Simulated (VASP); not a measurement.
# Sb (P6_3/mmc) in VASP: further runs

Runs on Sb. Level: LDA. Tasks: electric field gradients.

Everything below comes from runs of VASP 6.6.1. Logs are shortened: lines on timing, memory, paths and dates and some standing lists are left out, and cuts for length are marked.

### 1 The cell of the first run

It takes space group P6_3/mmc (No. 194, hexagonal). Conventional cell: a = 3.300 Å, b = 3.300 Å, c = 5.221 Å, α = 90.00°, β = 90.00°, γ = 120.00°. Sb (site symmetry -6m2) has 12 Sb at 3.23 to 3.30 Å within 4.3 Å.

### 2 Electric field gradients, LDA (volume scaled by 0.94)

Input file INCAR:

```
ALGO = Normal
EDIFF = 1E-8
ENCUT = 520
ISIF = 2
ISMEAR = -1
LASPH = T
LCHARG = F
LEFG = T
LREAL = F
LWAVE = F
NBANDS = 12
NELM = 80
PREC = Accurate
SIGMA = 0.03
```

Input file KPOINTS:

```
k-points
0
Gamma
  12 12 7
```

Input file POSCAR:

```
Sb
1.0
    3.3002257761      0.0000000000      0.0000000000
   -1.6501128881      2.8580793603      0.0000000000
    0.0000000000      0.0000000000      5.2211939594
Sb
2
Direct
    0.3333333333      0.6666666667      0.2500000000
    0.6666666667      0.3333333333      0.7500000000
```

Potentials or basis: VASP PAW LDA potentials, release 64 (Sb).

Run with:

```console
$ cat potpaw_LDA.64/Sb/POTCAR > POTCAR
$ mpirun -np 1 vasp_std > vasp.out
```

OUTCAR:

```text
EDIFF = 1E-8
   ENCUT = 520
   ISIF = 2
   ISMEAR = -1
   LASPH = T
   LREAL = F
   NELM = 80
   PREC = Accurate

 ion  position               nearest neighbor table
   1  0.333  0.667  0.250-   2 3.23   2 3.23   2 3.23   2 3.23   2 3.23   2 3.23
   2  0.667  0.333  0.750-   1 3.23   1 3.23   1 3.23   1 3.23   1 3.23   1 3.23

  LATTYP: Found a hexagonal cell.
 ALAT       =     3.3002257761
 C/A-ratio  =     1.5820717471

  Lattice vectors:

 A1 = (   3.3002257761,   0.0000000000,   0.0000000000)
 A2 = (  -1.6501128881,   2.8580793603,   0.0000000000)
 A3 = (   0.0000000000,   0.0000000000,   5.2211939594)

Analysis of symmetry for initial positions (statically):
=====================================================================
 Subroutine PRICEL returns:
 Original cell was already a primitive cell.

 Routine SETGRP: Setting up the symmetry group for a
 hexagonal supercell.

 Subroutine GETGRP returns: Found 24 space group operations
 (whereof 12 operations were pure point group operations)
 out of a pool of 24 trial point group operations.

The static configuration has the point symmetry D_3d.
 The point group associated with its full space group is D_6h.

Analysis of symmetry for dynamics (positions and initial velocities):
=====================================================================
 Subroutine PRICEL returns:
 Original cell was already a primitive cell.

 Routine SETGRP: Setting up the symmetry group for a
 hexagonal supercell.

 Subroutine GETGRP returns: Found 24 space group operations
 (whereof 12 operations were pure point group operations)
 out of a pool of 24 trial point group operations.

The dynamic configuration has the point symmetry D_3d.
 The point group associated with its full space group is D_6h.

 Subroutine INISYM returns: Found 24 space group operations
 (whereof 12 operations are pure point group operations),
 and found     1 'primitive' translations

----------------------------------------------------------------------------------------

                                     Primitive cell

  volume of cell :      49.2479

  direct lattice vectors                    reciprocal lattice vectors
     3.300225776  0.000000000  0.000000000     0.303009572  0.174942658  0.000000000
[... 130 lines left out ...]
  free energy    TOTEN  =        -9.12794508 eV

  energy without entropy =       -9.12404694  energy(sigma->0) =       -9.12599601

 E-fermi :   9.6721     XC(G=0): -10.7580

 val. band max:        9.6682198045   @ k =   0.1667   0.0000   0.0000
 cond. band min:       9.6739638630   @ k =   0.2500   0.0000   0.2857
 fundamental gap:      0.0057440586
 Fermi energy:         9.6721416842

 k-point     1 :       0.0000    0.0000    0.0000
  band No.  band energies     occupation
      1      -4.0416      2.00000
      2       0.5407      2.00000
      3       3.3175      2.00000
      4      13.1853      0.00000
      5      13.1853      0.00000
      6      15.1023      0.00000
      7      15.1023      0.00000
      8      16.1561      0.00000
      9      17.3038      0.00000
     10      18.5262      0.00000
     11      19.6409      0.00000
     12      19.6409      0.00000
[... 331 lines left out ...]
 k-point    24 :       0.3333    0.0000    0.1429
  band No.  band energies     occupation
      1      -1.8984      2.00000
      2       1.5489      2.00000
      3       5.1878      2.00000
      4       6.6358      2.00000
      5       8.6898      2.00000
      6      10.4055      0.00000
      7      12.3159      0.00000
      8      13.7952      0.00000
      9      14.6199      0.00000
     10      17.0563      0.00000
     11      18.7917      0.00000
     12      19.5156      0.00000

 [... further k-points ...]
[... 5 lines left out ...]
  --------------------------------------------------------------------------------------
  -------------------------------------------------------------------------------------
  Total        1.2347286      1.2347286      0.7364434     -0.0000000      0.0000000      0.0000000
  in kB       40.1693056     40.1693056     23.9586432     -0.0000000      0.0000000      0.0000000
  external PRESSURE =      34.7657515 kB  Pullay stress =       0.0000000 kB

 VOLUME and BASIS-vectors are now :
 -----------------------------------------------------------------------------
  energy-cutoff  :      520.00
  volume of cell :       49.25
      direct lattice vectors                 reciprocal lattice vectors
     3.300225776  0.000000000  0.000000000     0.303009572  0.174942658  0.000000000
    -1.650112888  2.858079360  0.000000000     0.000000000  0.349885316  0.000000000
     0.000000000  0.000000000  5.221193959     0.000000000  0.000000000  0.191527074

 POSITION                                       TOTAL-FORCE (eV/Angst)
 -----------------------------------------------------------------------------------
     -0.00000      1.90539      1.30530         0.000000      0.000000      0.000000
      1.65011      0.95269      3.91590        -0.000000      0.000000      0.000000
 -----------------------------------------------------------------------------------
    total drift:                               -0.000000      0.000000      0.000000

  FREE ENERGIE OF THE ION-ELECTRON SYSTEM (eV)
  ---------------------------------------------------
  free  energy   TOTEN  =        -9.1279450793 eV

  energy  without entropy=       -9.1240469372  energy(sigma->0) =       -9.12599601

 Electric field gradients (V/A^2)
---------------------------------------------------------------------
 ion       V_xx      V_yy      V_zz      V_xy      V_xz      V_yz
---------------------------------------------------------------------
   1      -9.855    -9.855    19.709    -0.000     0.000    -0.000
   2      -9.855    -9.855    19.709    -0.000    -0.000     0.000
---------------------------------------------------------------------

 Electric field gradients after diagonalization (V/A^2)
 (convention: |V_zz| > |V_xx| > |V_yy|)
----------------------------------------------------------------------
 ion       V_xx      V_yy      V_zz     asymmetry (V_yy - V_xx)/ V_zz
----------------------------------------------------------------------
   1      -9.855    -9.854    19.709       0.000
   2      -9.855    -9.854    19.709       0.000
----------------------------------------------------------------------

           NMR quadrupolar parameters

 Cq : quadrupolar parameter    Cq=e*Q*V_zz/h
 eta: asymmetry parameters     (V_yy - V_xx)/ V_zz
 Q  : nuclear electric quadrupole moment in mb (millibarn)
----------------------------------------------------------------------
 ion       Cq(MHz)       eta       Q (mb)
----------------------------------------------------------------------
   1       0.048       0.000       1.000
   2       0.048       0.000       1.000
----------------------------------------------------------------------
```

Run time: 27 s. Hardware: 1 thread of Intel Xeon 6975P-C, shared host; peak memory 0.18 GiB.

What came out:

```yaml
Free_energy: -9.1279 eV
Pressure: 3.5 GPa
Band_gap_on_the_k_mesh: zero (band 5 reaches 13.93 eV, above the bottom of band 6 at 6.48 eV)
```

Levels at points of the mesh, in eV from the Fermi level:
```
           k point  band 2  band 3  band 4  band 5  band 6  band 7  band 8  band 9
(0.00, 0.00, 0.00)   -9.13   -6.35    3.51    3.51    5.43    5.43    6.48    7.63
(0.50, 0.00, 0.00)   -8.44   -4.36   -3.07   -2.60   -0.29    0.06    4.01    4.23
```

Electric field gradients, principal values (V/Å²):
```csv
atom,least,middle,greatest (by size)
1 Sb,-9.854,-9.855,19.709
2 Sb,-9.854,-9.855,19.709
```

Caveat: without QUAD_EFG the Cq values of the log hold for a quadrupole moment of 1 mb, not for the nuclei; spin-orbit coupling is left out, which moves the levels of the heavy elements.

### 3 Electric field gradients, LDA (volume scaled by 0.96)

Input file INCAR:

```
  PREC = Accurate
  ENCUT = 520
  EDIFF = 1E-8
  ISMEAR = -1
  SIGMA = 0.03
  LREAL = F
  LASPH = T
  NELM = 60
  ALGO = Normal
  ISIF = 2
  LWAVE = F
  LCHARG = F
  LEFG = T
  NBANDS = 12
```

Input file KPOINTS:

```
regular mesh
0
Gamma
  12 12 7
```

Input file POSCAR:

```
Sb
1.0
    3.3234675684      0.0000000000      0.0000000000
   -1.6617337843      2.8782073429      0.0000000000
    0.0000000000      0.0000000000      5.2579641425
Sb
2
Direct
    0.3333333333      0.6666666667      0.2500000000
    0.6666666667      0.3333333333      0.7500000000
```

Potentials or basis: VASP PAW LDA potentials, release 64 (Sb).

Run with:

```console
$ cat potpaw_LDA.64/Sb/POTCAR > POTCAR
$ mpirun -np 1 vasp_std > vasp.out
```

OUTCAR:

```text
PREC = Accurate
   ENCUT = 520
   EDIFF = 1E-8
   ISMEAR = -1
   LREAL = F
   LASPH = T
   NELM = 60
   ISIF = 2

 ion  position               nearest neighbor table
   1  0.333  0.667  0.250-   2 3.25   2 3.25   2 3.25   2 3.25   2 3.25   2 3.25
   2  0.667  0.333  0.750-   1 3.25   1 3.25   1 3.25   1 3.25   1 3.25   1 3.25

  LATTYP: Found a hexagonal cell.
 ALAT       =     3.3234675684
 C/A-ratio  =     1.5820717471

  Lattice vectors:

 A1 = (   3.3234675684,   0.0000000000,   0.0000000000)
 A2 = (  -1.6617337843,   2.8782073429,   0.0000000000)
 A3 = (   0.0000000000,   0.0000000000,   5.2579641425)

Analysis of symmetry for initial positions (statically):
=====================================================================
 Subroutine PRICEL returns:
 Original cell was already a primitive cell.

 Routine SETGRP: Setting up the symmetry group for a
 hexagonal supercell.

 Subroutine GETGRP returns: Found 24 space group operations
 (whereof 12 operations were pure point group operations)
 out of a pool of 24 trial point group operations.

The static configuration has the point symmetry D_3d.
 The point group associated with its full space group is D_6h.

Analysis of symmetry for dynamics (positions and initial velocities):
=====================================================================
 Subroutine PRICEL returns:
 Original cell was already a primitive cell.

 Routine SETGRP: Setting up the symmetry group for a
 hexagonal supercell.

 Subroutine GETGRP returns: Found 24 space group operations
 (whereof 12 operations were pure point group operations)
[... 166 lines left out ...]
      7      14.6637      0.00000
      8      15.6657      0.00000
      9      16.9102      0.00000
     10      18.2067      0.00000
     11      19.2480      0.00000
     12      19.2480      0.00000
[... 331 lines left out ...]
 k-point    24 :       0.3333    0.0000    0.1429
  band No.  band energies     occupation
      1      -2.0638      2.00000
      2       1.2705      2.00000
      3       4.9735      2.00000
      4       6.4070      2.00000
      5       8.3693      2.00000
      6      10.0934      0.00000
      7      11.9682      0.00000
      8      13.3887      0.00000
      9      14.3205      0.00000
     10      16.6900      0.00000
     11      18.4194      0.00000
     12      19.1500      0.00000

 [... further k-points ...]
[... 5 lines left out ...]
  --------------------------------------------------------------------------------------
  -------------------------------------------------------------------------------------
  Total        0.7186242      0.7186242      0.2062845     -0.0000000      0.0000000      0.0000000
  in kB       22.8918708     22.8918708      6.5712193     -0.0000000      0.0000000      0.0000000
  external PRESSURE =      17.4516536 kB  Pullay stress =       0.0000000 kB

 VOLUME and BASIS-vectors are now :
 -----------------------------------------------------------------------------
  energy-cutoff  :      520.00
  volume of cell :       50.30
      direct lattice vectors                 reciprocal lattice vectors
     3.323467568  0.000000000  0.000000000     0.300890555  0.173719243  0.000000000
    -1.661733784  2.878207343  0.000000000     0.000000000  0.347438485  0.000000000
     0.000000000  0.000000000  5.257964142     0.000000000  0.000000000  0.190187680

 POSITION                                       TOTAL-FORCE (eV/Angst)
 -----------------------------------------------------------------------------------
     -0.00000      1.91880      1.31449        -0.000000      0.000000      0.000000
      1.66173      0.95940      3.94347         0.000000     -0.000000      0.000000
 -----------------------------------------------------------------------------------
    total drift:                               -0.000000      0.000000      0.000000

  FREE ENERGIE OF THE ION-ELECTRON SYSTEM (eV)
  ---------------------------------------------------
  free  energy   TOTEN  =        -9.1449591632 eV

  energy  without entropy=       -9.1413726432  energy(sigma->0) =       -9.14316590

 Electric field gradients (V/A^2)
---------------------------------------------------------------------
 ion       V_xx      V_yy      V_zz      V_xy      V_xz      V_yz
---------------------------------------------------------------------
   1     -10.846   -10.846    21.691    -0.000     0.000    -0.000
   2     -10.846   -10.846    21.691    -0.000    -0.000     0.000
---------------------------------------------------------------------

 Electric field gradients after diagonalization (V/A^2)
 (convention: |V_zz| > |V_xx| > |V_yy|)
----------------------------------------------------------------------
 ion       V_xx      V_yy      V_zz     asymmetry (V_yy - V_xx)/ V_zz
----------------------------------------------------------------------
   1     -10.846   -10.846    21.691       0.000
   2     -10.846   -10.846    21.691       0.000
----------------------------------------------------------------------

           NMR quadrupolar parameters

 Cq : quadrupolar parameter    Cq=e*Q*V_zz/h
 eta: asymmetry parameters     (V_yy - V_xx)/ V_zz
 Q  : nuclear electric quadrupole moment in mb (millibarn)
----------------------------------------------------------------------
 ion       Cq(MHz)       eta       Q (mb)
----------------------------------------------------------------------
   1       0.052       0.000       1.000
   2       0.052       0.000       1.000
----------------------------------------------------------------------
```

OSZICAR:

```text
N       E                     dE             d eps       ncg     rms          rms(c)
DAV:   1     0.352896211086E+02    0.35290E+02   -0.35862E+03  1824   0.668E+02
DAV:   2    -0.723878717537E+01   -0.42528E+02   -0.41138E+02  2436   0.110E+02
DAV:   3    -0.914398827513E+01   -0.19052E+01   -0.18678E+01  2304   0.264E+01
DAV:   4    -0.915858132479E+01   -0.14593E-01   -0.14591E-01  2124   0.280E+00
DAV:   5    -0.915873680085E+01   -0.15548E-03   -0.15548E-03  2160   0.316E-01    0.287E+00
DAV:   6    -0.914991421290E+01    0.88226E-02   -0.26261E-03  2080   0.230E-01    0.165E+00
DAV:   7    -0.914497970828E+01    0.49345E-02   -0.49590E-03  1956   0.316E-01    0.266E-02
DAV:   8    -0.914496034113E+01    0.19367E-04   -0.63035E-05  2168   0.561E-02    0.155E-02
DAV:   9    -0.914495952204E+01    0.81910E-06   -0.14987E-06  2072   0.888E-03    0.424E-03
DAV:  10    -0.914495918340E+01    0.33864E-06   -0.31948E-07  2068   0.288E-03    0.297E-03
DAV:  11    -0.914495916470E+01    0.18699E-07   -0.94252E-09  1568   0.665E-04    0.641E-05
DAV:  12    -0.914495916319E+01    0.15080E-08   -0.11752E-09  1176   0.254E-04
   1 F= -.91449592E+01 E0= -.91431659E+01  d E =-.358652E-02
```

It took 28 s on 1 thread of Intel Xeon 6975P-C, shared host; peak memory 0.18 GiB.

What came out:

```yaml
Free_energy: -9.1450 eV
Pressure: 1.7 GPa
Band_gap_on_the_k_mesh: zero (band 5 reaches 13.51 eV, above the bottom of band 6 at 6.27 eV)
```

Electric field gradients, principal values (V/Å²):
```csv
atom,least,middle,greatest (by size)
1 Sb,-10.846,-10.846,21.691
2 Sb,-10.846,-10.846,21.691
```

Caveat: without QUAD_EFG the Cq values of the log hold for a quadrupole moment of 1 mb, not for the nuclei; spin-orbit coupling is left out, which moves the levels of the heavy elements.

(Part 1 of 2 ends here.)
